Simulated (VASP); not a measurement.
Wanted: the native input for a VASP 6.6.1 run.

* Task: single point
* Functional: PBE
* Potentials or basis: VASP PAW PBE potentials, release 64 (Zr_sv, Ti_sv, Si)
* Cutoff: 520 eV
* k mesh: 4 × 6 × 6
* Occupations: gaussian, width 0.1 eV
* Spin: no spin polarisation
* Dipole correction: no
* Further INCAR settings: ALGO = Normal; EDIFF = 1e-06; NBANDS = 52

The structure of Zr3TiSi8 lies in POSCAR:

```
Zr3TiSi8
1.0
    7.1638638400      0.0000000000      0.0000000000
    0.0000000000      1.7959553400      7.2507156400
    0.0000000000     -1.7959553400      7.2507156400
Zr Ti Si
3 1 8
Direct
    0.7500000000      0.6059118600      0.6059118600
    0.2500000000      0.6059118600      0.6059118600
    0.5000000000      0.3940881400      0.3940881400
    0.0000000000      0.3940881400      0.3940881400
    0.0000000000      0.0514614100      0.0514614100
    0.5000000000      0.0514614100      0.0514614100
    0.7500000000      0.9485385900      0.9485385900
    0.2500000000      0.9485385900      0.9485385900
    0.7500000000      0.2497509700      0.2497509700
    0.2500000000      0.2497509700      0.2497509700
    0.0000000000      0.7502490300      0.7502490300
    0.5000000000      0.7502490300      0.7502490300
```

These files were run (other wordings do the same):

INCAR

```
SYSTEM = Zr3TiSi8
PREC     = Accurate       ! precision mode
ENCUT    = 520            ! plane-wave cutoff, eV
EDIFF    = 1E-6           ! SCF threshold, eV
ISMEAR   = 0              ! smearing method
SIGMA    = 0.1            ! smearing width, eV
LREAL    = .False.        ! projectors in reciprocal space
LASPH    = .True.         ! aspherical terms in the spheres
NELM     = 80             ! most SCF steps
ALGO     = Normal         ! electronic algorithm
ISIF     = 2              ! what is computed and relaxed
LWAVE    = .False.        ! write WAVECAR
LCHARG   = .False.        ! write CHGCAR
GGA      = PE             ! functional
NBANDS   = 52             ! bands
```

KPOINTS

```
regular mesh
0
Gamma
  4 6 6
  0 0 0
```

Potentials or basis: VASP PAW PBE potentials, release 64 (Zr_sv, Ti_sv, Si).

Run with:

```sh
$ cat potpaw_PBE.64/Zr_sv/POTCAR potpaw_PBE.64/Ti_sv/POTCAR potpaw_PBE.64/Si/POTCAR > POTCAR
$ mpirun -np 1 vasp_std > vasp.out
```

It gave:

```yaml
Pressure: 7.5 GPa
Largest_force: 1.244 eV/Å
Band_gap_on_the_k_mesh: zero (bands 40 and 41 overlap by 0.77 eV)
```

Caveat: the cell stands under pressure; forces of over 1 eV/Å act on the atoms, so gaps and moduli don't describe the material at rest.

Wall time 6 min on 1 thread of Intel(R) Xeon(R) 6975P-C (Granite Rapids) (shared host), peak memory 0.62 GiB.
